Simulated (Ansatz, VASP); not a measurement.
**Zn4SO3: VASP beside Ansatz**

The input INCAR:

```
ALGO = Normal
EDIFF = 1E-7
ENCUT = 520
GGA = PS
ISIF = 2
ISMEAR = 0
LASPH = True
LCHARG = False
LREAL = Auto
LWAVE = False
NBANDS = 86
NELM = 80
PREC = Accurate
SIGMA = 0.02
```

The input KPOINTS:

```
k-points
0
Gamma
  4 2 2
```

POSCAR

```
Zn4SO3
1.0
    0.0000000000      0.0000000000     -5.4458928509
    3.3851293816      5.8632160791      0.0000000000
    3.3192663268     -5.8251900267      0.0000000000
Zn S O
8 2 6
Direct
    0.5515345455      0.1527482591      0.3054965182
    0.4807635366      0.1489412971      0.8511304527
    0.4854370392      0.6681799791      0.3363599582
    0.4807635366      0.7021891557      0.8511304527
    0.0515345455      0.3472517409      0.6945034818
   -0.0192364634      0.3510587029      0.1488695473
   -0.0145629608      0.8318200209      0.6636400418
   -0.0192364634      0.7978108443      0.1488695473
    0.6319837579      0.3433073459      0.6866146917
    0.1319837579      0.1566926541      0.3133853083
    0.6195637902      0.3447115690      0.1670946350
    0.6143500041      0.8334510464      0.6669020929
    0.6195637902      0.8223830660      0.1670946350
    0.1195637902      0.1552884310      0.8329053650
    0.1143500041      0.6665489536      0.3330979071
    0.1195637902      0.6776169340      0.8329053650
```

Input for Ansatz:

```yaml
crystal:
  lattice:
    - [0.0, 0.0, -5.4458928509]
    - [3.3851293816, 5.8632160791, 0.0]
    - [3.3192663268, -5.8251900267, 0.0]
  atoms:
    - { symbol: Zn, position: [0.5515345455, 0.1527482591, 0.3054965182] }
    - { symbol: Zn, position: [0.4807635366, 0.1489412971, 0.8511304527] }
    - { symbol: Zn, position: [0.4854370392, 0.6681799791, 0.3363599582] }
    - { symbol: Zn, position: [0.4807635366, 0.7021891557, 0.8511304527] }
    - { symbol: Zn, position: [0.0515345455, 0.3472517409, 0.6945034818] }
    - { symbol: Zn, position: [-0.0192364634, 0.3510587029, 0.1488695473] }
    - { symbol: Zn, position: [-0.0145629608, 0.8318200209, 0.6636400418] }
    - { symbol: Zn, position: [-0.0192364634, 0.7978108443, 0.1488695473] }
    - { symbol: S, position: [0.6319837579, 0.3433073459, 0.6866146917] }
    - { symbol: O, position: [0.6195637902, 0.344711569, 0.167094635] }
    - { symbol: O, position: [0.6143500041, 0.8334510464, 0.6669020929] }
    - { symbol: O, position: [0.6195637902, 0.822383066, 0.167094635] }
    - { symbol: S, position: [0.1319837579, 0.1566926541, 0.3133853083] }
    - { symbol: O, position: [0.1195637902, 0.155288431, 0.832905365] }
    - { symbol: O, position: [0.1143500041, 0.6665489536, 0.3330979071] }
    - { symbol: O, position: [0.1195637902, 0.677616934, 0.832905365] }
basis:
  ecutwfc: 420
kpoints:
  mp_grid: { grid: [4, 2, 2] }
  band_path: { path: [[0.0, 0.0, 0.0], [0.05, 0.0, 0.0]], npoints: 1 }
hamiltonian:
  xc: pbesol
scf:
  occupations: { method: gaussian, width: 0.02 }
  n_extra_bands: 11
output:
  forces: true
  stress: true
  eigenvalues: true
```

Alike in both runs: task single point; functional PBEsol; k mesh 4 × 2 × 2; occupations gaussian, width 0.02 eV; no spin polarisation.

|  | VASP | Ansatz |
| --- | --- | --- |
| version | VASP 6.6.1 | Ansatz 0.2.0 |
| potentials or method | VASP PAW PBE potentials, release 64 (Zn, S, O), cutoff 520 eV | scalar-relativistic, plane waves, PAW |
| valence electrons in the cell | 144 | 144 |

|  | VASP | Ansatz | Ansatz less VASP |
| --- | --- | --- | --- |
| gap on the k mesh at the Fermi level (eV) | 0.67 | 0.67 | +0.007 |
| least direct gap on the mesh (eV) | 0.67 | 0.67 | +0.007 |
| pressure (GPa) | 0.8 | 0.1 | -0.68 |
| rms of the force components (eV/Å) | 0.016 | 0.005 | -0.0105 |

VASP's potentials were made for PBE, not for PBEsol. With one functional, cell and mesh, what is left measures potentials, basis and numerics.

The k mesh is coarse, so the values compare programs but aren't converged.
